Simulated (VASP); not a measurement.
A run of VASP 6.6.1 is set up as follows.

Contents of INCAR:

```
ALGO = Normal ; EDIFF = 1E-6
EDIFFG = -0.01 ; ENCUT = 600
GGA = PS ; IBRION = 2
ISIF = 3 ; ISMEAR = 0
KPAR = 4 ; LASPH = T
LCHARG = F ; LREAL = F
LWAVE = F ; NELM = 80
NSW = 90 ; PREC = Accurate
SIGMA = 0.03
```

Contents of KPOINTS:

```
k-points
0
Gamma
  4 4 4
```

POSCAR

```
BaZrS3
1.0
    7.1344888100      0.0000000000      0.0000000000
    0.0000000000     10.0418237600      0.0000000000
    0.0000000000      0.0000000000      7.0635613000
Ba Zr S
4 4 12
Direct
    0.0430272500      0.2500000000      0.0087500800
    0.4569727500      0.7500000000      0.5087500800
    0.5430272500      0.2500000000      0.4912499200
    0.9569727500      0.7500000000      0.9912499200
    0.0000000000      0.0000000000      0.5000000000
    0.5000000000      0.0000000000      0.0000000000
    0.5000000000      0.5000000000      0.0000000000
    0.0000000000      0.5000000000      0.5000000000
    0.9941581600      0.2500000000      0.5608972600
    0.5058418400      0.7500000000      0.0608972600
    0.4941581600      0.2500000000      0.9391027400
    0.0058418400      0.7500000000      0.4391027400
    0.2132557900      0.9681785700      0.7866180500
    0.2867442100      0.0318214300      0.2866180500
    0.7132557900      0.5318214300      0.7133819500
    0.7867442100      0.4681785700      0.2133819500
    0.7867442100      0.0318214300      0.2133819500
    0.7132557900      0.9681785700      0.7133819500
    0.2867442100      0.4681785700      0.2866180500
    0.2132557900      0.5318214300      0.7866180500
```

Potentials or basis: VASP PAW PBE potentials, release 64 (Ba_sv, Zr_sv, S).

Run with:

```console
$ cat potpaw_PBE.64/Ba_sv/POTCAR potpaw_PBE.64/Zr_sv/POTCAR potpaw_PBE.64/S/POTCAR > POTCAR
$ mpirun -np 4 vasp_std > vasp.out
```

Task: What does it give for the relaxed volume?

Result: 24.44 Å³/atom.

Task: Estimate the band gap on the k mesh.

Result: 0.92 eV.

Task: Estimate the space group after relaxing (to 0.1 Å).

Result: Pnma (No. 62).

Forces on the atoms (eV/Å):
```
Ba   0.004  0.000  0.009
Ba  -0.004  0.000  0.009
Ba   0.004  0.000 -0.009
Ba  -0.004  0.000 -0.009
Zr   0.000  0.000  0.000
Zr   0.000  0.000  0.000
Zr   0.000  0.000  0.000
Zr   0.000  0.000  0.000
S   -0.005  0.000 -0.008
S    0.005  0.000 -0.008
S   -0.005  0.000  0.008
S    0.005  0.000  0.008
S   -0.003  0.004  0.007
S    0.003 -0.004  0.007
S   -0.003 -0.004 -0.007
S    0.003  0.004 -0.007
S    0.003 -0.004 -0.007
S   -0.003  0.004 -0.007
S    0.003  0.004  0.007
S   -0.003 -0.004  0.007
```

Caveat: the PAW data sets were made with another functional, which shifts forces and pressure a little; spin-orbit coupling is left out, which moves the levels of the heavy elements. A k mesh can miss the band edges.
